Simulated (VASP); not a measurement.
A run of VASP 6.6.1:

File POSCAR:

```
Si64C
1.0
   10.8655790000      0.0000000000      0.0000000000
    0.0000000000     10.8655790000      0.0000000000
    0.0000000000      0.0000000000     10.8655790000
Si C
64 1
Direct
    0.0017900000      0.0015310000      0.0004170000
    0.9940900000      0.9938480000      0.4987330000
    0.0032600000      0.5022020000      0.0009420000
    0.0023630000      0.5007620000      0.5004890000
    0.5024560000      0.0030060000      0.0009380000
    0.5010030000      0.0021370000      0.5004800000
    0.5023260000      0.5020850000      0.9990230000
    0.4111890000      0.4109420000      0.4500810000
    0.1253630000      0.1251110000      0.1273760000
    0.1071700000      0.1069160000      0.6402010000
    0.1312340000      0.6218190000      0.1352900000
    0.1294040000      0.6249450000      0.6231230000
    0.6221000000      0.1309650000      0.1352900000
    0.6252150000      0.1291340000      0.6231350000
    0.6308120000      0.6305600000      0.1170750000
    0.6133670000      0.6131050000      0.6016160000
    0.2513830000      0.2511490000      0.0042590000
    0.2279520000      0.2277220000      0.5134910000
    0.2533880000      0.7451340000      0.0041530000
    0.2617430000      0.7461440000      0.5002540000
    0.7453950000      0.2531340000      0.0041480000
    0.7463800000      0.2614950000      0.5002580000
    0.7553760000      0.7551050000      0.9925870000
    0.7483250000      0.7480820000      0.4998720000
    0.3780990000      0.3778280000      0.1265380000
    0.3465470000      0.3462760000      0.6450480000
    0.3752090000      0.8784250000      0.1228560000
    0.3760530000      0.8770260000      0.6271770000
    0.8786750000      0.3749570000      0.1228570000
    0.8772730000      0.3757980000      0.6271800000
    0.8766610000      0.8763850000      0.1245020000
    0.8712120000      0.8709390000      0.6259740000
    0.2517810000      0.0012510000      0.2504890000
    0.2499050000      0.9953520000      0.7570950000
    0.2683480000      0.4973830000      0.2682950000
    0.2469860000      0.5005910000      0.7537990000
    0.7538140000      0.0047470000      0.2491160000
    0.7505990000      0.0028250000      0.7472320000
    0.7622500000      0.5116370000      0.2401300000
    0.7444520000      0.5004870000      0.7414030000
    0.3690430000      0.1259330000      0.3832680000
    0.3734840000      0.1246240000      0.8790860000
    0.4110910000      0.6350690000      0.3785330000
    0.3773400000      0.6246060000      0.8738070000
    0.8731790000      0.1307360000      0.3776300000
    0.8689060000      0.1242300000      0.8814280000
    0.8804670000      0.6299230000      0.3763400000
    0.8754020000      0.6246050000      0.8696160000
    0.0015100000      0.2515310000      0.2504790000
    0.9956130000      0.2496470000      0.7570880000
    0.0050260000      0.7535310000      0.2491140000
    0.0031060000      0.7503200000      0.7472190000
    0.4976870000      0.2680490000      0.2682470000
    0.5008600000      0.2467130000      0.7538040000
    0.5118860000      0.7619950000      0.2401250000
    0.5007570000      0.7441980000      0.7413950000
    0.1261380000      0.3688070000      0.3832810000
    0.1248600000      0.3732420000      0.8790750000
    0.1309700000      0.8729310000      0.3776350000
    0.1244700000      0.8686430000      0.8814300000
    0.6353030000      0.4108480000      0.3785240000
    0.6248430000      0.3770890000      0.8738190000
    0.6301580000      0.8802280000      0.3763380000
    0.6248630000      0.8751390000      0.8696280000
    0.5325820000      0.5323480000      0.4640900000
```

INCAR.step1

```
SYSTEM = Si64C
PREC = Accurate
ENCUT = 520
ISMEAR = -1
SIGMA = 0.05
LREAL = Auto
LASPH = .TRUE.
NELM = 150
ISPIN = 2
MAGMOM = 0 0 0 0 0 0 0 0.333 0 0 0 0 0 0 0 0.333 0 0 0 0 0 0 0 0 0 0.333 0 0 0 0 0 0 0 0 0 0 0 0 0 0 0 0 0.333 0 0 0 0 0 0 0 0 0 0 0 0 0 0 0 0 0 0.333 0 0 0 0.333
NBANDS = 172
NELECT = 258.0
ISYM = 0
GGA = PE
ALGO = Normal
EDIFF = 1E-4
LWAVE = .TRUE.
LCHARG = .FALSE.
LUSENCCL = .FALSE.
```

INCAR.step2

```
SYSTEM = Si64C
PREC = Accurate
ENCUT = 520
EDIFF = 1E-6
ISMEAR = -1
SIGMA = 0.05
LREAL = Auto
LASPH = .TRUE.
NELM = 150
ALGO = Normal
ISIF = 2
LWAVE = .FALSE.
LCHARG = .FALSE.
ISPIN = 2
MAGMOM = 0 0 0 0 0 0 0 0.333 0 0 0 0 0 0 0 0.333 0 0 0 0 0 0 0 0 0 0.333 0 0 0 0 0 0 0 0 0 0 0 0 0 0 0 0 0.333 0 0 0 0 0 0 0 0 0 0 0 0 0 0 0 0 0 0.333 0 0 0 0.333
LORBIT = 11
METAGGA = R2SCAN
LMIXTAU = .TRUE.
NBANDS = 172
NELECT = 258.0
ISYM = 0
ISTART = 1
LUSENCCL = .FALSE.
```

Contents of KPOINTS:

```
Automatic mesh
0
Gamma
  1 1 1
  0.25 0.25 0.25
```

Potentials or basis: VASP PAW PBE potentials, release 64 (Si, C).

The run is started by

```sh
$ cat potpaw_PBE.64/Si/POTCAR potpaw_PBE.64/C/POTCAR > POTCAR
$ cp INCAR.step1 INCAR
$ mpirun -np 1 vasp_std > vasp.out
$ cp INCAR.step2 INCAR
$ mpirun -np 1 vasp_std > vasp.out
```

Hardware: 1 × NVIDIA H100 80GB with 1 thread of AMD EPYC 7R13 Processor (Zen 3), with other jobs on the host.

Problem. How long does it take, and how much memory?

Solution. Run time: 6.5 min on 1 × NVIDIA H100 80GB with 1 thread of AMD EPYC 7R13 Processor (Zen 3), on a shared host, peak memory 2.8 GiB. Counts: k points 4.
